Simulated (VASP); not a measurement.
The system is BN (Qingsongite).

```
B N
1.0
     0.00000    1.78003    1.78003
     1.78003    0.00000    1.78003
     1.78003    1.78003    0.00000
B N
1 1
Direct
  0.00000 0.00000 0.00000
  0.25000 0.25000 0.25000
```

Base run:

| Item | Value |
| --- | --- |
| Program | VASP 6.6.1 |
| Functional | r2SCAN |
| Potentials or basis | VASP PAW PBE potentials, release 64 (B_h, N_h) |
| Cutoff | 910 eV |
| k mesh | 14 × 14 × 14 |
| Occupations | fermi-dirac, width 0.02 eV |
| Spin | no spin polarisation |

Its results: band gap on the k mesh 5.05 eV, indirect (least direct gap 9.78 eV); pressure 16.9 GPa.

Problem. The run is repeated on the same cell with these changes: potentials or basis from VASP PAW PBE potentials, release 64 (B_h, N_h) to VASP PAW PBE potentials, release 64 (B, N); cutoff from 910 eV to 520 eV. What comes out?

Solution. Band gap on the k mesh 5.03 eV, indirect (least direct gap 9.75 eV); pressure 18.8 GPa.

Caveats: the PAW data sets were made with another functional, which shifts forces and pressure a little; the cutoff is under 1.25 times the usual one of these potentials, so pressure, stress and relaxed cells hold a basis-set (Pulay) error (some runs).

A k mesh can miss the band edges.
